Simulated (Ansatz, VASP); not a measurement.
# La2O3: VASP beside Ansatz

```
La O
1.0
     3.98250    0.00000    0.00000
    -1.99125    3.44895    0.00000
     0.00000    0.00000    6.19238
La O
2 3
Direct
  0.66667 0.33333 0.75376
  0.33333 0.66667 0.24624
  0.66667 0.33333 0.35411
  0.33333 0.66667 0.64589
  0.00000 0.00000 0.00000
```

Alike in both runs: task single point; functional LDA; k mesh 6 × 6 × 4; no spin polarisation.

|  | VASP | Ansatz |
| --- | --- | --- |
| version | VASP 6.6.1 | Ansatz 0.2.0 |
| potentials or method | VASP PAW LDA potentials, release 64 (La, O), cutoff 520 eV | plane waves, PAW |
| occupations | gaussian, width 0.01 eV | fixed |
| valence electrons in the cell | 40 | 40 |

VASP gave:

- pressure (GPa): -10.8
- traceless stress, the component that is largest in VASP (GPa): 1.15

**Question.** What did Ansatz give for the same quantities?

**Answer.** Pressure (GPa): -10.8; traceless stress, the component that is largest in VASP (GPa): 1.17.

LDA's correlation is that of Perdew and Zunger in VASP and of Perdew and Wang (1992) in Ansatz.

Spin-orbit coupling is off throughout.
